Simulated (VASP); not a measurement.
# Cs in VASP: a series of runs, part 2 of 2

VASP 6.6.1. The steps go on from the part before.

## 4. Relaxation of cell and atoms, PBEsol

This run uses another cell than the first one: it holds 1 atom, not 2.

INCAR

```
PREC = Accurate
ENCUT = 500
EDIFF = 1E-7
ISMEAR = 0
SIGMA = 0.1
LREAL = False
LASPH = True
NELM = 120
ALGO = Normal
ISIF = 3
LWAVE = False
LCHARG = False
GGA = PS
IBRION = 2
NSW = 100
EDIFFG = -0.01
GGA_COMPAT = False
NELMIN = 4
```

KPOINTS

```
Automatic mesh
0
Gamma
  14 14 14
```

POSCAR

```
Cs
1.0
   -2.6459422367      2.6459422367      3.9018799316
    2.6459422367     -2.6459422367      3.9018799316
    2.6459422367      2.6459422367     -3.9018799316
Cs
1
Direct
    0.0000000000      0.0000000000      0.0000000000
```

Potentials or basis: VASP PAW PBE potentials, release 64 (Cs_sv).

The run is started by

```bash
cat potpaw_PBE.64/Cs_sv/POTCAR > POTCAR
mpirun -np 1 vasp_std > vasp.out
```

OUTCAR:

```text
PREC = Accurate
   ENCUT = 500
   EDIFF = 1E-7
   ISMEAR = 0
   LREAL = False
   LASPH = True
   NELM = 120
   ISIF = 3
   GGA = PS
   IBRION = 2
   NSW = 100
   EDIFFG = -0.01
   NELMIN = 4

 ion  position               nearest neighbor table
   1  0.000  0.000  0.000-

  LATTYP: Found a body centered tetragonal cell.
 ALAT       =     5.2918844734
 C/A-ratio  =     1.4746655756

  Lattice vectors:

 A1 = (  -2.6459422367,   2.6459422367,   3.9018799316)
 A2 = (   2.6459422367,  -2.6459422367,   3.9018799316)
 A3 = (   2.6459422367,   2.6459422367,  -3.9018799316)

Analysis of symmetry for initial positions (statically):
=====================================================================
 Subroutine PRICEL returns:
 Original cell was already a primitive cell.

 Routine SETGRP: Setting up the symmetry group for a
 body centered tetragonal supercell.

 Subroutine GETGRP returns: Found 16 space group operations
 (whereof 16 operations were pure point group operations)
 out of a pool of 16 trial point group operations.

The static configuration has the point symmetry D_4h.

Analysis of symmetry for dynamics (positions and initial velocities):
[... 167 lines left out ...]
  in kB        0.0097445      0.0097445     -0.2719772      0.0000000      0.0000000      0.0000000
  external PRESSURE =      -0.0841627 kB  Pullay stress =       0.0000000 kB
[... 92 lines left out ...]
--------------------------------------- Ionic step        4  -------------------------------------------

 number of electron       9.0000001 magnetization

 Free energy of the ion-electron system (eV)
  ---------------------------------------------------
  ext. energy  EPLUGINS =         0.00000000
  ---------------------------------------------------
  free energy    TOTEN  =        -0.94570437 eV

  energy without entropy =       -0.93957468  energy(sigma->0) =       -0.94263952

 E-fermi :   0.5165     XC(G=0):  -5.6333

 val. band max:        0.5144849929   @ k =   0.5000   0.1429   0.0714
 cond. band min:       0.5262614365   @ k =  -0.2143   0.4286   0.0714
 fundamental gap:      0.0117764436
 Fermi energy:         0.5164974920

 k-point     1 :       0.0000    0.0000    0.0000
  band No.  band energies     occupation
      1     -23.2850      2.00000
      2      -9.9973      2.00000
      3      -9.9957      2.00000
      4      -9.9957      2.00000
      5      -1.2246      2.00000
      6       2.9371      0.00000
      7       3.0513      0.00000
      8       3.0513      0.00000
[... 243 lines left out ...]
 k-point    24 :       0.2857    0.1429    0.0000
  band No.  band energies     occupation
      1     -23.2781      2.00000
      2     -10.1174      2.00000
      3     -10.0383      2.00000
      4     -10.0150      2.00000
      5       0.0117      2.00000
      6       1.8509      0.00000
      7       2.5686      0.00000
      8       3.1355      0.00000

 [... further k-points ...]

------------------------ aborting loop because EDIFF is reached ----------------------------------------

  FORCE on cell =-STRESS in cart. coord.  units (eV):
  Direction    XX          YY          ZZ          XY          YZ          ZX
  --------------------------------------------------------------------------------------
  -------------------------------------------------------------------------------------
  Total        0.0070767      0.0070767     -0.0071728      0.0000000      0.0000000      0.0000000
  in kB        0.1046342      0.1046342     -0.1060549      0.0000000      0.0000000      0.0000000
  external PRESSURE =       0.0344045 kB  Pullay stress =       0.0000000 kB
[... 16 lines left out ...]
  FREE ENERGIE OF THE ION-ELECTRON SYSTEM (eV)
  ---------------------------------------------------
  free  energy   TOTEN  =        -0.9457043678 eV

  energy  without entropy=       -0.9395746755  energy(sigma->0) =       -0.94263952

 reached required accuracy - stopping structural energy minimisation
```

OSZICAR:

```text
N       E                     dE             d eps       ncg     rms          rms(c)
DAV:   1     0.536424298631E+02    0.53642E+02   -0.29689E+03  3904   0.764E+02
DAV:   2     0.363229457992E+01   -0.50010E+02   -0.49372E+02  5336   0.122E+02
DAV:   3    -0.889825708552E+00   -0.45221E+01   -0.45211E+01  4024   0.451E+01
DAV:   4    -0.945604796226E+00   -0.55779E-01   -0.55775E-01  6872   0.614E+00
[... 24 lines left out ...]
DAV:   2    -0.946288670314E+00    0.14770E-02   -0.15866E-03  4160   0.289E-01    0.999E-02
DAV:   3    -0.945706286129E+00    0.58238E-03   -0.23329E-03  4360   0.312E-01    0.248E-02
DAV:   4    -0.945704017832E+00    0.22683E-05   -0.28024E-05  5608   0.402E-02    0.156E-02
DAV:   5    -0.945704311330E+00   -0.29350E-06   -0.81611E-06  5896   0.234E-02    0.224E-03
DAV:   6    -0.945704367837E+00   -0.56507E-07   -0.38125E-07  4808   0.467E-03
   4 F= -.94570437E+00 E0= -.94263952E+00  d E =-.100402E-03
```

CONTCAR:

```text
Cs
   1.00000000000000
    -2.6467905497947597    2.6467905497947597    3.8669641615702770
     2.6467905497947597   -2.6467905497947597    3.8669641615702770
     2.6467905497947597    2.6467905497947597   -3.8669641615702770
  Cs
     1
Direct
     1.0000000000000000    1.0000000000000000    1.0000000000000000

  0.00000000E+00  0.00000000E+00  0.00000000E+00
```

Run time: 6.6 min. Hardware: 1 thread of Intel Xeon Platinum 8259CL at 2.50GHz (Skylake/Cascade Lake), shared host; peak memory 0.4 GiB.

Results:

```
Free energy                           : -0.9457 eV
Relaxed volume                        : 108.36 Å³/atom
Relaxed cell                          : a = 5.382 Å, b = 5.382 Å, c = 5.382 Å, α = 121.08°, β = 121.08°, γ = 88.14°
Space group after relaxing (to 0.1 Å) : I4/mmm (No. 139)
Energy gained by relaxing             : 0.1 meV/atom
Ionic steps                           : 4
Pressure after relaxing               : 0.0 GPa
Band gap on the k mesh                : zero (an odd number of electrons rules out a gap without spin polarisation)
```

Step by step:
```tsv
step	energy change (eV)	largest force (eV/Å)	pressure (GPa)	volume (Å³)
1	0.0000	0.0000	-0.01	109.27
2	0.0000	0.0000	0.00	109.18
3	-0.0001	0.0000	0.00	108.91
4	-0.0001	0.0000	0.00	108.36
```

Final structure:
```
CELL_PARAMETERS angstrom
-2.64679 2.64679 3.86696
2.64679 -2.64679 3.86696
2.64679 2.64679 -3.86696
ATOMIC_POSITIONS crystal
Cs 0.00000 0.00000 0.00000
```

Caveat: the PAW data sets were made with another functional, which shifts forces and pressure a little; spin-orbit coupling is left out, which moves the levels of the heavy elements.

## 5. Single point, PBEsol

This run uses another cell than the first one: it holds 1 atom, not 2.

INCAR

```
SYSTEM = Cs
ALGO     = Normal         ! electronic algorithm
EDIFF    = 1E-6           ! SCF threshold, eV
ENCUT    = 520            ! plane-wave cutoff, eV
GGA      = PS             ! functional
ISIF     = 2              ! what is computed and relaxed
ISMEAR   = 0              ! smearing method
LASPH    = .True.         ! aspherical terms in the spheres
LCHARG   = .True.         ! write CHGCAR
LELF     = .True.         ! ELF
LREAL    = .False.        ! projectors in reciprocal space
LVHAR    = .True.       
LWAVE    = .False.        ! write WAVECAR
NBANDS   = 10             ! bands
NELM     = 80             ! most SCF steps
PREC     = Accurate       ! precision mode
SIGMA    = 0.1            ! smearing width, eV
```

KPOINTS

```
k-points
0
Gamma
  12 12 12
  0 0 0
```

POSCAR

```
Cs
1.0
    0.0000000000      3.7980828237      3.7980828237
    3.7980828237      0.0000000000      3.7980828237
    3.7980828237      3.7980828237      0.0000000000
Cs
1
Direct
    0.0000000000      0.0000000000      0.0000000000
```

The run is started by

```bash
cat potpaw_PBE.64/Cs_sv/POTCAR > POTCAR
mpirun -np 1 vasp_std > vasp.out
```

Wall time 59 s (1 thread of Oxide Virtual Turin-like, shared host); peak memory 0.23 GiB.

Results (log left out):

- Free energy: -0.9455 eV
- Pressure: 0.0 GPa
- Band gap on the k mesh: zero (an odd number of electrons rules out a gap without spin polarisation)

Levels at points of the mesh, in eV from the Fermi level:
```csv
k point,band 1,band 2,band 3,band 4,band 5,band 6,band 7,band 8,band 9,band 10
"(0.00, 0.00, 0.00)",-23.80,-10.51,-10.51,-10.51,-1.72,2.49,2.49,2.49,3.64,3.64
"(0.50, 0.00, 0.00)",-23.79,-10.68,-10.54,-10.54,-0.04,0.82,2.35,2.35,4.49,4.49
"(0.50, 0.50, 0.00)",-23.79,-10.67,-10.57,-10.57,0.25,1.03,1.52,4.17,4.17,4.56
```

Caveat: the PAW data sets were made with another functional, which shifts forces and pressure a little; spin-orbit coupling is left out, which moves the levels of the heavy elements.

## 6. Relaxation of cell and atoms, PBEsol

This run uses another cell than the first one: it holds 1 atom, not 2.

INCAR

```
SYSTEM = Cs
ALGO = Fast
EDIFF = 1E-6
EDIFFG = -0.01
ENCUT = 600
GGA = PS
IBRION = 2
ISIF = 3
ISMEAR = 0
LASPH = .TRUE.
LCHARG = .FALSE.
LREAL = .FALSE.
LWAVE = .FALSE.
NELM = 60
NSW = 100
PREC = Accurate
SIGMA = 0.1
```

KPOINTS

```
k-points
0
G
  12 12 12
  0 0 0
```

POSCAR is that of step 5.

Potentials or basis: VASP PAW PBE potentials, release 64 (Cs_sv).

The run is started by

```bash
cat potpaw_PBE.64/Cs_sv/POTCAR > POTCAR
mpirun -np 1 vasp_std > vasp.out
```

Wall time 1.9 min (1 thread of Oxide Virtual Turin-like, shared host); peak memory 0.33 GiB.

It converged, with:

| Item | Value |
| --- | --- |
| Free energy | -0.9457 eV |
| Relaxed volume | 109.35 Å³/atom |
| Relaxed cell | a = 5.368 Å, b = 5.368 Å, c = 5.368 Å, α = 60.00°, β = 60.00°, γ = 60.00° |
| Space group after relaxing (to 0.1 Å) | Fm-3m (No. 225) |
| Energy gained by relaxing | 0.0 meV/atom |
| Ionic steps | 2 |
| Pressure after relaxing | 0.0 GPa |
| Band gap on the k mesh | zero (an odd number of electrons rules out a gap without spin polarisation) |

Final structure:
```xyz
1
Lattice="0.0000 3.7954 3.7954 3.7954 0.0000 3.7954 3.7954 3.7954 0.0000" Properties=species:S:1:pos:R:3 pbc="T T T"
Cs    7.5908    7.5908    7.5908
```

Levels at points of the mesh, in eV from the Fermi level:
```
           k point  band 2  band 3  band 4  band 5  band 6  band 7  band 8
(0.00, 0.00, 0.00)  -10.51  -10.51  -10.51   -1.73    2.50    2.50    2.50
(0.50, 0.00, 0.00)  -10.68  -10.54  -10.54   -0.04    0.83    2.35    2.35
(0.50, 0.50, 0.00)  -10.67  -10.57  -10.57    0.25    1.03    1.52    4.17
```

Caveat: the PAW data sets were made with another functional, which shifts forces and pressure a little; spin-orbit coupling is left out, which moves the levels of the heavy elements.

## 7. Overview

```tsv
task	cell	k mesh	cutoff (eV)	gap on the mesh (eV)	pressure (GPa)	relaxed volume (Å³/atom)
single point	a = 9.190 Å, angles 34.3°, 2 atoms, atomic positions A	12 × 12 × 12	520	none	0.0	-
single point	a = 5.406 Å, angles 121.4, 121.4, 87.6°, 1 atom, atomic positions B	14 × 14 × 14	500	none	0.0	-
relaxation of cell and atoms	relaxed from a = 5.406 Å, angles 121.4, 121.4, 87.6°, 1 atom, atomic positions B	14 × 14 × 14	500	none	0.0	108.36
single point	a = 5.371 Å, angles 60.0°, 1 atom, atomic positions B	12 × 12 × 12	520	none	0.0	-
relaxation of cell and atoms	relaxed from a = 5.371 Å, angles 60.0°, 1 atom, atomic positions B	12 × 12 × 12	600	none	0.0	109.35
```

Alike in all rows: level PBEsol; potentials or basis VASP PAW PBE potentials, release 64 (Cs_sv); no spin polarisation; smearing gaussian 0.1 eV.

Caveats: the PAW data sets were made with another functional, which shifts forces and pressure a little; spin-orbit coupling is left out, which moves the levels of the heavy elements.

Total energies depend on the potentials used, so only differences within one code and one set of settings carry meaning.

The gap in the log of VASP goes by the Fermi energy; the results here count the filled bands.